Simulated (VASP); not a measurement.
Runs of VASP 6.6.1 on Lu. The structure is that of space group P6/mmm (No. 191), or close to it. The cells are those of the table. This isn't the form of Lu at room conditions, which is hcp.

| cell | k mesh | gap on the mesh (eV) | pressure (GPa) |
| --- | --- | --- | --- |
| a = 5.200, b = 5.200, c = 3.257 Å, angles 90.0, 90.0, 120.0°, 3 atoms | 8 × 8 × 11 | none | (a) |
| a = 5.278, b = 5.278, c = 3.306 Å, angles 90.0, 90.0, 120.0°, 3 atoms | 8 × 8 × 11 | none | 4.7 |
| a = 5.427, b = 5.427, c = 3.399 Å, angles 90.0, 90.0, 120.0°, 3 atoms | 7 × 7 × 9 | none | 0.3 |
| a = 5.636, b = 5.636, c = 3.530 Å, angles 90.0, 90.0, 120.0°, 3 atoms | 8 × 8 × 11 | none | -4.1 |

Alike in all rows: task single point; level r2SCAN; potentials or basis VASP PAW PBE potentials, release 64 (Lu); no spin polarisation; cutoff (eV) 520; smearing fermi-dirac 0.1 eV.

Fill in the values left out.

(a) 7.6.

Caveats: the PAW data sets were made with another functional, which shifts forces and pressure a little; spin-orbit coupling is left out, which moves the levels of the heavy elements; the cell stands under pressure (at least some runs); the cell stands under tension (at least some runs).

A k mesh can miss the band edges, and the runs leave out spin-orbit coupling on Lu.

A gap of «none» marks levels without a gap at the run's occupations.
